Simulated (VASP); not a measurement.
# WC in VASP: relaxation of the atoms with PBE

Aim: the relaxation of the atoms of WC with PBE.

Everything below comes from runs of VASP 6.6.1. Logs are shortened: lines on timing, memory, paths and dates and some standing lists are left out, and cuts for length are marked.

### Step 1. The cell of the first run

The cell holds a slab with vacuum, 16 atoms: a = 5.731 Å, b = 5.731 Å, c = 17.216 Å, α = 90.00°, β = 90.00°, γ = 120.00°.

### Step 2. Relaxation of the atoms, PBE

INCAR

```
SYSTEM = WC
PREC = Accurate ; ENCUT = 520
EDIFF = 1E-6 ; ISMEAR = -1
SIGMA = 0.15 ; LREAL = Auto
LASPH = .True. ; NELM = 60
ALGO = Normal ; ISIF = 2
LWAVE = .False. ; LCHARG = .False.
GGA = PE ; IBRION = 2
NSW = 45 ; EDIFFG = -0.08
```

KPOINTS

```
regular mesh
0
Gamma
  2 2 1
  0 0 0
```

POSCAR

```
WC
1.0
    5.7308600000      0.0000000000      0.0000000000
   -2.8654300000      4.9630700000      0.0000000000
    0.0000000000      0.0000000000     17.2163950000
W C
8 8
Selective dynamics
Direct
    0.0000000000      0.0000000000      0.0580842000  F F F
    0.0000000000      0.0000000000      0.2213547000  T T T
    0.0000000000      0.5000000000      0.0580842000  F F F
    0.0000000000      0.5000000000      0.2213547000  T T T
    0.5000000000      0.0000000000      0.0580842000  F F F
    0.5000000000      0.0000000000      0.2213547000  T T T
    0.5000000000      0.5000000000      0.0580842000  F F F
    0.5000000000      0.5000000000      0.2213547000  T T T
    0.3333333000      0.1666667000      0.1397194000  T T T
    0.3333333000      0.1666667000      0.3029900000  T T T
    0.3333333000      0.6666667000      0.1397194000  T T T
    0.3333333000      0.6666667000      0.3029900000  T T T
    0.8333333000      0.1666667000      0.1397194000  T T T
    0.8333333000      0.1666667000      0.3029900000  T T T
    0.8333333000      0.6666667000      0.1397194000  T T T
    0.8333333000      0.6666667000      0.3029900000  T T T
```

Potentials or basis: VASP PAW PBE potentials, release 64 (W_sv, C).

Started as:

```bash
$ cat potpaw_PBE.64/W_sv/POTCAR potpaw_PBE.64/C/POTCAR > POTCAR
$ mpirun -np 1 vasp_std > vasp.out
```

OUTCAR:

```text
SYSTEM = WC
   PREC = Accurate
   ENCUT = 520
   EDIFF = 1E-6
   ISMEAR = -1
   LREAL = Auto
   LASPH = .True.
   NELM = 60
   ISIF = 2
   GGA = PE
   IBRION = 2
   NSW = 45
   EDIFFG = -0.08

 ion  position               nearest neighbor table
   1  0.000  0.000  0.058-  15 2.17   9 2.17  13 2.17   2 2.81   7 2.87   3 2.87   3 2.87   7 2.87
                             5 2.87   5 2.87
   2  0.000  0.000  0.221-  15 2.17  16 2.17   9 2.17  10 2.17  13 2.17  14 2.17   1 2.81   4 2.87
                             8 2.87   4 2.87   8 2.87   6 2.87   6 2.87
   3  0.000  0.500  0.058-  13 2.17  11 2.17  15 2.17   4 2.81   5 2.87   1 2.87   1 2.87   5 2.87
                             7 2.87   7 2.87
   4  0.000  0.500  0.221-  13 2.17  14 2.17  11 2.17  12 2.17  15 2.17  16 2.17   3 2.81   2 2.87
                             6 2.87   2 2.87   6 2.87   8 2.87   8 2.87
   5  0.500  0.000  0.058-  11 2.17  13 2.17   9 2.17   6 2.81   7 2.87   3 2.87   7 2.87   3 2.87
                             1 2.87   1 2.87
   6  0.500  0.000  0.221-  11 2.17  12 2.17  13 2.17  14 2.17   9 2.17  10 2.17   5 2.81   4 2.87
                             8 2.87   8 2.87   4 2.87   2 2.87   2 2.87
   7  0.500  0.500  0.058-   9 2.17  15 2.17  11 2.17   8 2.81   1 2.87   5 2.87   5 2.87   1 2.87
                             3 2.87   3 2.87
   8  0.500  0.500  0.221-   9 2.17  10 2.17  15 2.17  16 2.17  11 2.17  12 2.17   7 2.81   6 2.87
                             2 2.87   6 2.87   2 2.87   4 2.87   4 2.87
   9  0.333  0.167  0.140-   7 2.17   1 2.17   5 2.17   8 2.17   2 2.17   6 2.17
[... 14 lines left out ...]
 A1 = (   5.7308600000,   0.0000000000,   0.0000000000)
 A2 = (  -2.8654300000,   4.9630700000,   0.0000000000)
 A3 = (   0.0000000000,   0.0000000000,  17.2163950000)

Analysis of symmetry for initial positions (statically):
=====================================================================
 Subroutine PRICEL returns following result:

  LATTYP: Found a hexagonal cell.
 ALAT       =     2.8654300000
 C/A-ratio  =     6.0083111435
[... 12 lines left out ...]
 Subroutine GETGRP returns: Found  6 space group operations
 (whereof  6 operations were pure point group operations)
 out of a pool of 24 trial point group operations.

The static configuration has the point symmetry C_3v.

Analysis of symmetry for dynamics (positions and initial velocities):
=====================================================================
 Subroutine PRICEL returns following result:

  LATTYP: Found a hexagonal cell.
 ALAT       =     2.8654300000
 C/A-ratio  =     6.0083111435
[... 12 lines left out ...]
 Subroutine GETGRP returns: Found  6 space group operations
 (whereof  6 operations were pure point group operations)
 out of a pool of 24 trial point group operations.

The dynamic configuration has the point symmetry C_3v.

Analysis of constrained symmetry for selective dynamics:
=====================================================================
 Subroutine PRICEL returns following result:

  LATTYP: Found a hexagonal cell.
 ALAT       =     2.8654300000
 C/A-ratio  =     6.0083111435
[... 12 lines left out ...]
 Subroutine GETGRP returns: Found  6 space group operations
 (whereof  6 operations were pure point group operations)
 out of a pool of 24 trial point group operations.

The constrained configuration has the point symmetry C_3v.

 Subroutine INISYM returns: Found  6 space group operations
 (whereof  6 operations are pure point group operations),
 and found     4 'primitive' translations

----------------------------------------------------------------------------------------

                                     Primitive cell

  volume of cell :     122.4200

  direct lattice vectors                    reciprocal lattice vectors
     2.865430000  0.000000000  0.000000000     0.348987761  0.201488192  0.000000000
    -1.432715000  2.481535000  0.000000000     0.000000000  0.402976384  0.000000000
     0.000000000  0.000000000 17.216395000     0.000000000  0.000000000  0.058084169

  length of vectors
     2.865430000  2.865429850 17.216395000     0.402976363  0.402976384  0.058084169

  position of ions in fractional coordinates (direct lattice)
     0.000000000  0.000000000  0.058084200
     0.000000000  0.000000000  0.221354700
     0.666666600  0.333333400  0.139719400
     0.666666600  0.333333400  0.302990000

  ion indices of the primitive-cell ions
   primitive index   ion index
                 1           1
                 2           2
                 3          13
                 4          14

----------------------------------------------------------------------------------------

 KPOINTS: regular mesh

Automatic generation of k-mesh.
 Grid dimensions read from file:
 generate k-points for:    2    2    1

 Generating k-lattice:

  Cartesian coordinates                     Fractional coordinates (reciprocal lattice)
     0.087246940  0.050372048  0.000000000     0.500000000  0.000000000  0.000000000
     0.000000000  0.100744096  0.000000000     0.000000000  0.500000000  0.000000000
     0.000000000  0.000000000  0.058084169     0.000000000  0.000000000  1.000000000

  Length of vectors
     0.100744091  0.100744096  0.058084169

  Shift w.r.t. Gamma in fractional coordinates (k-lattice)
     0.000000000  0.000000000  0.000000000

 Subroutine IBZKPT returns following result:
 ===========================================

 Found      2 irreducible k-points:

 Following reciprocal coordinates:
            Coordinates               Weight
  0.000000  0.000000  0.000000      1.000000
  0.500000 -0.000000  0.000000      3.000000
   k-points           NKPTS =      2   k-points in BZ     NKDIM =      2   number of bands    NBANDS=     86
   number of dos      NEDOS =    301   number of ions     NIONS =     16
   total plane-waves  NPLWV = 294912
   dimension x,y,z NGX =    48 NGY =   48 NGZ =  128
   dimension x,y,z NGXF=    96 NGYF=   96 NGZF=  256
   ions per type =               8   8
   NGX,Y,Z   is equivalent  to a cutoff of  13.92, 13.92, 12.36 a.u.
   NGXF,Y,Z  is equivalent  to a cutoff of  27.85, 27.85, 24.72 a.u.
 SYSTEM =  WC
   PREC   = accura    normal or accurate (medium, high low for compatibility)
   ISTART =      0    job   : 0-new  1-cont  2-samecut
   ICHARG =      2    charge: 1-file 2-atom 10-const
   ISPIN  =      1    spin polarized calculation?
   LNONCOLLINEAR =      F non collinear calculations
   LSORBIT =      F    spin-orbit coupling
   LASPH  =      T    aspherical Exc in radial PAW
   ENCUT  =  520.0 eV  38.22 Ry    6.18 a.u.  10.66 10.66 32.01*2*pi/ulx,y,z
   NELM   =     60;   NELMIN=  2; NELMDL= -5     # of ELM steps
   EDIFF  = 0.1E-05   stopping-criterion for ELM
   LREAL  =      T    real-space projection
   EDIFFG = -.8E-01   stopping-criterion for IOM
   NSW    =     45    number of steps for IOM
   IBRION =      2    ionic relax: 0-MD 1-quasi-New 2-CG
   NFREE  =      1    steps in history (QN), initial steepest desc. (CG)
   ISIF   =      2    stress and relaxation
   ISYM   =      2    0-nonsym 1-usesym 2-fastsym
   POTIM  = 0.5000    time-step for ionic-motion
   TEBEG  =    0.0;   TEEND  =   0.0 temperature during run
   PSTRESS=    0.0 pullay stress
   NELECT =     144.0000    total number of electrons
   NUPDOWN=      -1.0000    fix difference up-down
   EMIN   =  10.00;   EMAX   =-10.00  energy-range for DOS
   EFERMI =   0.00;   METHOD = LEGACY
   ISMEAR =    -1;   SIGMA  =   0.15  broadening in eV -4-tet -1-fermi 0-gaus
   EFERMI_NEDOS =   21; number of points for ismear=-14 and -15
   IALGO  =     38    algorithm
   IMIX   =      4    mixing-type and parameters
     AMIX     =   0.40;   BMIX     =  1.00
     AMIX_MAG =   1.60;   BMIX_MAG =  1.00
  volume/ion in A,a.u.               =      30.61       206.53
  Fermi-wavevector in a.u.,A,eV,Ry     =   1.088658  2.057266 16.125306  1.185177
  Thomas-Fermi vector in A             =   2.224844
   LORBIT       =      0    0 simple, 1 ext, 2 COOP (PROOUT), +10 PAW based schemes
   GGA     = PE    functional components
   LHFCALC =     F    Hartree Fock is set to
   AEXX    =    0.0000 exact exchange contribution
   IVDW    =     0    specifies the selected vdW correction
   LEPSILON=     F    determine dielectric tensor
   LRPA    =     F    only Hartree local field effects (RPA)
 conjugate gradient relaxation of ions
 non-spin polarized calculation
  energy-cutoff  :      520.00
  volume of cell :      489.68
 maximum number of plane-waves:     13241
 NGX is ok and might be reduce to    48
   NGX = 21   NGY = 21   NGZ = 65

--------------------------------------- Ionic step        1  -------------------------------------------

 number of electron     143.9999990 magnetization

 Free energy of the ion-electron system (eV)
  ---------------------------------------------------
  ext. energy  EPLUGINS =         0.00000000
  ---------------------------------------------------
  free energy    TOTEN  =      -159.72687866 eV

  energy without entropy =     -158.99705120  energy(sigma->0) =     -159.36196493

------------------------ aborting loop because EDIFF is reached ----------------------------------------

  FORCE on cell =-STRESS in cart. coord.  units (eV):
  Direction    XX          YY          ZZ          XY          YZ          ZX
  --------------------------------------------------------------------------------------
  -------------------------------------------------------------------------------------
  Total        6.3239345      6.3239336    -15.1007778      0.0000000      0.0000000     -0.0000000
  in kB       20.6911928     20.6911899    -49.4080236      0.0000000      0.0000000     -0.0000000
  external PRESSURE =      -2.6752137 kB  Pullay stress =       0.0000000 kB
[... 131 lines left out ...]
  FREE ENERGIE OF THE ION-ELECTRON SYSTEM (eV)
  ---------------------------------------------------
  free  energy   TOTEN  =      -162.6937028500 eV

  energy  without entropy=     -162.2156722198  energy(sigma->0) =     -162.45468753

[... ionic steps 4 to 7 ...]

--------------------------------------- Ionic step        8  -------------------------------------------

 number of electron     143.9999980 magnetization

------------------------ aborting loop because EDIFF is reached ----------------------------------------
[... 95 lines left out ...]
--------------------------------------- Ionic step       10  -------------------------------------------

 number of electron     143.9999978 magnetization

 Free energy of the ion-electron system (eV)
  ---------------------------------------------------
  ext. energy  EPLUGINS =         0.00000000
  ---------------------------------------------------
  free energy    TOTEN  =      -162.79937418 eV

  energy without entropy =     -162.29379823  energy(sigma->0) =     -162.54658621

 E-fermi :   0.2028     XC(G=0):  -5.7832

 val. band max:        0.1647576303   @ k =   0.5000  -0.0000   0.0000
 cond. band min:       0.4313949387   @ k =   0.0000   0.0000   0.0000
 fundamental gap:      0.2666373084
 Fermi energy:         0.2028367557

 k-point     1 :       0.0000    0.0000    0.0000
  band No.  band energies     occupation
      1     -73.8230      2.00000
      2     -73.7549      2.00000
      3     -73.7549      2.00000
      4     -73.7549      2.00000
      5     -73.5315      2.00000
      6     -73.4587      2.00000
[... 76 lines left out ...]
     83       3.1737      0.00000
     84       3.7518      0.00000

 k-point     2 :       0.5000   -0.0000    0.0000
  band No.  band energies     occupation
      1     -73.7890      2.00000
      2     -73.7890      2.00000
      3     -73.7549      2.00000
      4     -73.7549      2.00000
      5     -73.4952      2.00000
      6     -73.4952      2.00000
[... 76 lines left out ...]
     83       2.1829      0.00000
     84       2.1829      0.00000
 [bands above 84 left out]

------------------------ aborting loop because EDIFF is reached ----------------------------------------

  FORCE on cell =-STRESS in cart. coord.  units (eV):
  Direction    XX          YY          ZZ          XY          YZ          ZX
  --------------------------------------------------------------------------------------
  -------------------------------------------------------------------------------------
  Total       16.2047860     16.2047837      0.0437327      0.0000000      0.0000000     -0.0000000
  in kB       53.0202125     53.0202051      0.1430883      0.0000000      0.0000000     -0.0000000
  external PRESSURE =      35.3945020 kB  Pullay stress =       0.0000000 kB
[... 31 lines left out ...]
  FREE ENERGIE OF THE ION-ELECTRON SYSTEM (eV)
  ---------------------------------------------------
  free  energy   TOTEN  =      -162.7993741823 eV

  energy  without entropy=     -162.2937982340  energy(sigma->0) =     -162.54658621

 reached required accuracy - stopping structural energy minimisation
```

Wall time 54 min (1 thread of Intel Xeon 8259CL, shared host); peak memory 0.72 GiB.

Results:

```
Free energy               : -162.7994 eV
Energy gained by relaxing : 192.0 meV/atom
Ionic steps               : 10
Band gap on the k mesh    : zero (bands 72 and 73 overlap by 0.38 eV)
```

Step by step:
```csv
step,energy change (eV),largest force on free atoms (eV/Å),pressure (GPa)
1,0.0000,5.3310,-0.27
2,-1.1848,5.3620,6.19
3,-2.9668,0.4467,1.89
4,-2.9679,0.4433,1.79
5,-3.0150,0.2855,2.13
6,-3.0356,0.3098,2.65
7,-3.0632,0.1940,3.22
8,-3.0680,0.2520,3.58
9,-3.0603,0.4214,3.49
10,-3.0725,0.0256,3.54
```

Final structure:
```cif
data_structure
_symmetry_space_group_name_H-M 'P 1'
_symmetry_Int_Tables_number 1
_cell_length_a 5.7309
_cell_length_b 5.7309
_cell_length_c 17.2164
_cell_angle_alpha 90.000
_cell_angle_beta 90.000
_cell_angle_gamma 120.000
_cell_volume 489.68
loop_
_atom_site_label
_atom_site_type_symbol
_atom_site_fract_x
_atom_site_fract_y
_atom_site_fract_z
_atom_site_occupancy
W1 W 0.00000 0.00000 0.05808 1
W2 W 0.00000 0.00000 0.22657 1
W3 W 0.00000 0.50000 0.05808 1
W4 W 0.00000 0.50000 0.22657 1
W5 W 0.50000 0.00000 0.05808 1
W6 W 0.50000 0.00000 0.22657 1
W7 W 0.50000 0.50000 0.05808 1
W8 W 0.50000 0.50000 0.22657 1
C1 C 0.33333 0.16667 0.13462 1
C2 C 0.33333 0.16667 0.29268 1
C3 C 0.33333 0.66667 0.13462 1
C4 C 0.33333 0.66667 0.29268 1
C5 C 0.83333 0.16667 0.13462 1
C6 C 0.83333 0.16667 0.29268 1
C7 C 0.83333 0.66667 0.13462 1
C8 C 0.83333 0.66667 0.29268 1
```

Caveat: the k points lie up to 0.63 Å⁻¹ apart; there is no dipole correction, which matters where the two faces differ; spin-orbit coupling is left out, which moves the levels of the heavy elements.

The gap in the log of VASP goes by the Fermi energy; the results here count the filled bands.